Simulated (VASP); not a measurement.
# CuO (F-43m) in VASP: notebook

The runs below take CuO through relaxation of cell and atoms, single point, with PBE+U, PBEsol+U.

Program: VASP 6.6.1. These are calculated values, not measurements. Logs are shortened: lines on timing, memory, paths and dates and some standing lists are left out, and cuts for length are marked.

## (1) The cell of the first run

Symmetry: F-43m, No. 216, cubic system. The conventional cell has a = 4.655 Å, b = 4.655 Å, c = 4.655 Å, α = 90.00°, β = 90.00°, γ = 90.00°. Cu (site symmetry -43m) has 4 O at 2.02 Å within 2.7 Å. O (site symmetry -43m) has 4 Cu at 2.02 Å within 2.7 Å.

## (2) Relaxation of cell and atoms, PBE+U

INCAR

```
SYSTEM = CuO
PREC     = Accurate       ! precision mode
ENCUT    = 820            ! plane-wave cutoff, eV
EDIFF    = 1E-7           ! SCF threshold, eV
ISMEAR   = -1             ! smearing method
SIGMA    = 0.05           ! smearing width, eV
LREAL    = .False.        ! projectors in reciprocal space
LASPH    = .True.         ! aspherical terms in the spheres
NELM     = 200            ! most SCF steps
ALGO     = Normal         ! electronic algorithm
ISIF     = 3              ! what is computed and relaxed
LWAVE    = .False.        ! write WAVECAR
LCHARG   = .False.        ! write CHGCAR
LMAXMIX  = 4              ! l up to which the mixer works
LDAU     = .True.         ! DFT+U
LDAUTYPE = 2            
LDAUL    = 2 -1           ! shell
LDAUU    = 4.5 0          ! U, eV
LDAUJ    = 0 0          
LDAUPRINT= 1            
GGA      = PE             ! functional
IBRION   = 2              ! ionic algorithm
NSW      = 60             ! ionic steps
EDIFFG   = -0.01          ! ionic threshold
GGA_COMPAT= .False.      
NELMIN   = 4
```

KPOINTS

```
Automatic mesh
0
Gamma
  10 10 10
  0 0 0
```

POSCAR

```
CuO
1.0
    0.0000000000      2.3272527300      2.3272527300
    2.3272527300      0.0000000000      2.3272527300
    2.3272527300      2.3272527300      0.0000000000
Cu O
1 1
Direct
    0.0000000000      0.0000000000      0.0000000000
    0.2500000000      0.2500000000      0.2500000000
```

Potentials or basis: VASP PAW PBE potentials, release 64 (Cu_sv_GW, O).

Run with:

```console
cat potpaw_PBE.64/Cu_sv_GW/POTCAR potpaw_PBE.64/O/POTCAR > POTCAR
mpirun -np 1 vasp_std > vasp.out
```

OUTCAR:

```text
SYSTEM = CuO
   PREC = Accurate
   ENCUT = 820
   EDIFF = 1E-7
   ISMEAR = -1
   LREAL = .False.
   LASPH = .True.
   NELM = 200
   ISIF = 3
   GGA = PE
   IBRION = 2
   NSW = 60
   EDIFFG = -0.01
   NELMIN = 4

 ion  position               nearest neighbor table
   1  0.000  0.000  0.000-   2 2.02   2 2.02   2 2.02   2 2.02
   2  0.250  0.250  0.250-   1 2.02   1 2.02   1 2.02   1 2.02

  LATTYP: Found a face centered cubic cell.
 ALAT       =     4.6545054600

  Lattice vectors:

 A1 = (   0.0000000000,   2.3272527300,   2.3272527300)
 A2 = (   2.3272527300,   0.0000000000,   2.3272527300)
 A3 = (   2.3272527300,   2.3272527300,   0.0000000000)

Analysis of symmetry for initial positions (statically):
=====================================================================
 Subroutine PRICEL returns:
 Original cell was already a primitive cell.

 Routine SETGRP: Setting up the symmetry group for a
 face centered cubic supercell.

 Subroutine GETGRP returns: Found 24 space group operations
 (whereof 24 operations were pure point group operations)
 out of a pool of 48 trial point group operations.

The static configuration has the point symmetry T_d .

Analysis of symmetry for dynamics (positions and initial velocities):
=====================================================================
 Subroutine PRICEL returns:
 Original cell was already a primitive cell.

 Routine SETGRP: Setting up the symmetry group for a
 face centered cubic supercell.

 Subroutine GETGRP returns: Found 24 space group operations
 (whereof 24 operations were pure point group operations)
 out of a pool of 48 trial point group operations.

The dynamic configuration has the point symmetry T_d .

 Subroutine INISYM returns: Found 24 space group operations
 (whereof 24 operations are pure point group operations),
 and found     1 'primitive' translations

----------------------------------------------------------------------------------------

                                     Primitive cell

  volume of cell :      25.2093

  direct lattice vectors                    reciprocal lattice vectors
     0.000000000  2.327252730  2.327252730    -0.214845596  0.214845596  0.214845596
     2.327252730  0.000000000  2.327252730     0.214845596 -0.214845596  0.214845596
     2.327252730  2.327252730  0.000000000     0.214845596  0.214845596 -0.214845596

  length of vectors
     3.291232374  3.291232374  3.291232374     0.372123488  0.372123488  0.372123488

[... 121 lines left out ...]

--------------------------------------- Ionic step        1  -------------------------------------------

 number of electron      25.0000008 magnetization

 Free energy of the ion-electron system (eV)
  ---------------------------------------------------
  ext. energy  EPLUGINS =         0.00000000
  ---------------------------------------------------
  free energy    TOTEN  =        -7.45435107 eV

  energy without entropy =       -7.43217822  energy(sigma->0) =       -7.44326464

 E-fermi :   2.6012     XC(G=0): -10.8089

 val. band max:        2.5913874417   @ k =   0.3000   0.2000   0.0000
 cond. band min:       2.6079671042   @ k =   0.3000   0.2000   0.1000
 fundamental gap:      0.0165796625
 Fermi energy:         2.6012125688

 k-point     1 :       0.0000    0.0000    0.0000
  band No.  band energies     occupation
      1    -107.8036      2.00000
      2     -65.2133      2.00000
      3     -65.2133      2.00000
      4     -65.2133      2.00000
      5     -15.3470      2.00000
      6      -1.7527      2.00000
[... 512 lines left out ...]
  FREE ENERGIE OF THE ION-ELECTRON SYSTEM (eV)
  ---------------------------------------------------
  free  energy   TOTEN  =        -7.5191464801 eV

  energy  without entropy=       -7.4988944425  energy(sigma->0) =       -7.50902046

atom =   1  type =  1  l = 2

 onsite density matrix

spin component  1

  0.8727 -0.0000  0.0000 -0.0000 -0.0000
 -0.0000  0.8727  0.0000 -0.0000  0.0000
  0.0000  0.0000  0.9380  0.0000  0.0000
 -0.0000 -0.0000  0.0000  0.8727 -0.0000
 -0.0000  0.0000  0.0000 -0.0000  0.9380

spin component  2

  0.8727 -0.0000  0.0000 -0.0000 -0.0000
 -0.0000  0.8727  0.0000 -0.0000  0.0000
  0.0000  0.0000  0.9380  0.0000  0.0000
 -0.0000 -0.0000  0.0000  0.8727 -0.0000
 -0.0000  0.0000  0.0000 -0.0000  0.9380

 occupancies and eigenvectors

  o =  0.8727  v =  1.0000  0.0000  0.0000  0.0000  0.0000  0.0000  0.0000  0.0000  0.0000  0.0000      0.0000  0.0000  0.0000  0.0000  0.0000  0.0000  0.0000  0.0000  0.0000  0.0000
  o =  0.8727  v =  0.0000  0.4327  0.0000 -0.9015  0.0000  0.0000  0.0000  0.0000  0.0000  0.0000      0.0000  0.0000  0.0000  0.0000  0.0000  0.0000  0.0000  0.0000  0.0000  0.0000
  o =  0.8727  v =  0.0000  0.0000  0.0000  0.0000  0.0000  1.0000  0.0000  0.0000  0.0000  0.0000      0.0000  0.0000  0.0000  0.0000  0.0000  0.0000  0.0000  0.0000  0.0000  0.0000
  o =  0.8727  v =  0.0000  0.0000  0.0000  0.0000  0.0000  0.0000  0.4327  0.0000 -0.9015  0.0000      0.0000  0.0000  0.0000  0.0000  0.0000  0.0000  0.0000  0.0000  0.0000  0.0000
  o =  0.8727  v =  0.0000  0.0000  0.0000  0.0000  0.0000  0.0000 -0.9015 -0.0000 -0.4327  0.0000      0.0000  0.0000  0.0000  0.0000  0.0000  0.0000  0.0000  0.0000  0.0000  0.0000
  o =  0.8727  v =  0.0000 -0.9015 -0.0000 -0.4327  0.0000  0.0000  0.0000  0.0000  0.0000  0.0000      0.0000  0.0000  0.0000  0.0000  0.0000  0.0000  0.0000  0.0000  0.0000  0.0000
  o =  0.9380  v =  0.0000  0.0000  0.0000  0.0000  0.0000  0.0000  0.0000 -0.9993  0.0000  0.0375      0.0000  0.0000  0.0000  0.0000  0.0000  0.0000  0.0000  0.0000  0.0000  0.0000
  o =  0.9380  v =  0.0000  0.0000 -0.9993  0.0000  0.0375  0.0000  0.0000  0.0000  0.0000  0.0000      0.0000  0.0000  0.0000  0.0000  0.0000  0.0000  0.0000  0.0000  0.0000  0.0000
  o =  0.9380  v =  0.0000 -0.0000  0.0375  0.0000  0.9993  0.0000  0.0000  0.0000  0.0000  0.0000      0.0000  0.0000  0.0000  0.0000  0.0000  0.0000  0.0000  0.0000  0.0000  0.0000
  o =  0.9380  v =  0.0000  0.0000  0.0000  0.0000  0.0000  0.0000 -0.0000  0.0375  0.0000  0.9993      0.0000  0.0000  0.0000  0.0000  0.0000  0.0000  0.0000  0.0000  0.0000  0.0000

--------------------------------------- Ionic step        3  -------------------------------------------

 number of electron      24.9999995 magnetization

 Free energy of the ion-electron system (eV)
  ---------------------------------------------------
  ext. energy  EPLUGINS =         0.00000000
  ---------------------------------------------------
  free energy    TOTEN  =        -7.52569834 eV

  energy without entropy =       -7.50501461  energy(sigma->0) =       -7.51535647

 E-fermi :   3.5553     XC(G=0): -11.3151

 val. band max:        3.5540612271   @ k =   0.3000   0.2000   0.0000
 cond. band min:       3.5595958351   @ k =   0.5000   0.0000   0.0000
 fundamental gap:      0.0055346081
 Fermi energy:         3.5552711079

 k-point     1 :       0.0000    0.0000    0.0000
  band No.  band energies     occupation
      1    -107.0662      2.00000
      2     -64.4736      2.00000
      3     -64.4736      2.00000
      4     -64.4736      2.00000
      5     -15.0096      2.00000
      6      -1.3480      2.00000
[... 476 lines left out ...]
  FREE ENERGIE OF THE ION-ELECTRON SYSTEM (eV)
  ---------------------------------------------------
  free  energy   TOTEN  =        -7.5256983385 eV

  energy  without entropy=       -7.5050146082  energy(sigma->0) =       -7.51535647

 reached required accuracy - stopping structural energy minimisation
```

CONTCAR:

```text
CuO
   1.00000000000000
    -0.0000000000000000    2.2593797812548164    2.2593797812548164
     2.2593797812548164    0.0000000000000000    2.2593797812548164
     2.2593797812548164    2.2593797812548164   -0.0000000000000000
  Cu              O
     1     1
Direct
     0.0000000000000000    0.0000000000000000    0.0000000000000000
     0.2500000000000000    0.2500000000000000    0.2500000000000000

  0.00000000E+00  0.00000000E+00  0.00000000E+00
  0.00000000E+00  0.00000000E+00  0.00000000E+00
```

It took 2 min on 1 thread of Intel Xeon Platinum 8259CL at 2.50GHz (Skylake/Cascade Lake), shared host; peak memory 0.22 GiB.

What came out:

* Free energy: -7.5257 eV
* Relaxed volume: 11.53 Å³/atom
* Relaxed cell: a = 3.195 Å, b = 3.195 Å, c = 3.195 Å, α = 60.00°, β = 60.00°, γ = 60.00°
* Space group after relaxing (to 0.1 Å): F-43m (No. 216)
* Energy gained by relaxing: 35.7 meV/atom
* Ionic steps: 3
* Pressure after relaxing: 0.0 GPa
* Band gap on the k mesh: zero (an odd number of electrons rules out a gap without spin polarisation)

The path:
| step | energy change (eV) | largest force (eV/Å) | pressure (GPa) | volume (Å³) |
| --- | --- | --- | --- | --- |
| 1 | 0.0000 | 0.0000 | -9.85 | 25.21 |
| 2 | -0.0648 | 0.0000 | 3.70 | 22.49 |
| 3 | -0.0713 | 0.0000 | 0.00 | 23.07 |

Final structure:
```
Cu O
1.0
     0.00000    2.25938    2.25938
     2.25938    0.00000    2.25938
     2.25938    2.25938    0.00000
Cu O
1 1
Direct
  0.00000 0.00000 0.00000
  0.25000 0.25000 0.25000
```

Levels at points of the mesh, in eV from the Fermi level:
```tsv
k point	band 9	band 10	band 11	band 12	band 13	band 14	band 15	band 16
(0.00, 0.00, 0.00)	-2.57	-2.57	0.85	0.85	0.85	1.49	14.98	14.98
(0.50, 0.00, 0.00)	-2.41	-2.41	-2.04	0.00	0.00	6.70	8.34	14.49
(0.50, 0.50, 0.00)	-2.47	-2.35	-1.72	-1.21	-1.21	6.30	10.55	11.91
```

Eigenvalues of the final occupation matrices:
| site | spin | trace | eigenvalues |
| --- | --- | --- | --- |
| site 1 d | 1 | 4.49 | 0.87 0.87 0.87 0.94 0.94 |
| site 1 d | 2 | 4.49 | 0.87 0.87 0.87 0.94 0.94 |

Caveat: an odd number of electrons without spin polarisation forces a metal; a magnetic or distorted state may lie lower; U without spin polarisation on a metal has little footing.

## (3) Single point, PBEsol+U

This run uses another cell than the first one, of 11.23 Å³/atom.

INCAR

```
  PREC = Accurate
  ENCUT = 820
  EDIFF = 1E-6
  ISMEAR = -1
  SIGMA = 0.05
  LREAL = False
  LASPH = True
  NELM = 200
  ALGO = Normal
  ISIF = 2
  LWAVE = False
  LCHARG = True
  LMAXMIX = 4
  LDAU = True
  LDAUTYPE = 2
  LDAUL = 2 -1
  LDAUU = 5.3 0
  LDAUJ = 0 0
  LDAUPRINT = 1
  GGA = PS
  LELF = True
  LVHAR = True
  NBANDS = 20
  GGA_COMPAT = False
```

KPOINTS

```
regular mesh
0
Gamma
  10 10 10
```

POSCAR

```
CuO
1.0
    0.0000000000      2.2391158015      2.2391158015
    2.2391158015      0.0000000000      2.2391158015
    2.2391158015      2.2391158015      0.0000000000
Cu O
1 1
Direct
    0.0000000000      0.0000000000      0.0000000000
    0.2500000000      0.2500000000      0.2500000000
```

Potentials or basis: VASP PAW PBE potentials, release 64 (Cu_sv_GW, O).

Run with:

```console
cat potpaw_PBE.64/Cu_sv_GW/POTCAR potpaw_PBE.64/O/POTCAR > POTCAR
mpirun -np 1 vasp_std > vasp.out
```

Run time: 45 s. Hardware: 1 thread of AMD EPYC 7R43 (Zen 3), shared host; peak memory 0.17 GiB.

It converged, with:

```
Free energy            : -8.0178 eV
Pressure               : -3.8 GPa
Band gap on the k mesh : zero (an odd number of electrons rules out a gap without spin polarisation)
```

Levels at points of the mesh, in eV from the Fermi level:
```csv
k point,band 9,band 10,band 11,band 12,band 13,band 14,band 15,band 16,band 17,band 18
"(0.00, 0.00, 0.00)",-2.75,-2.75,0.89,0.89,0.89,1.52,15.13,15.13,15.13,21.62
"(0.50, 0.00, 0.00)",-2.57,-2.57,-2.16,0.01,0.01,6.79,8.41,14.60,14.60,18.61
"(0.50, 0.50, 0.00)",-2.63,-2.51,-1.82,-1.29,-1.29,6.27,10.87,11.82,15.56,15.56
```

Eigenvalues of the final occupation matrices:
| site | spin | trace | eigenvalues |
| --- | --- | --- | --- |
| site 1 d | 1 | 4.50 | 0.88 0.88 0.88 0.94 0.94 |
| site 1 d | 2 | 4.50 | 0.88 0.88 0.88 0.94 0.94 |

Caveat: the cell stands under tension; the PAW data sets were made with another functional, which shifts forces and pressure a little; an odd number of electrons without spin polarisation forces a metal; a magnetic or distorted state may lie lower; U without spin polarisation on a metal has little footing.
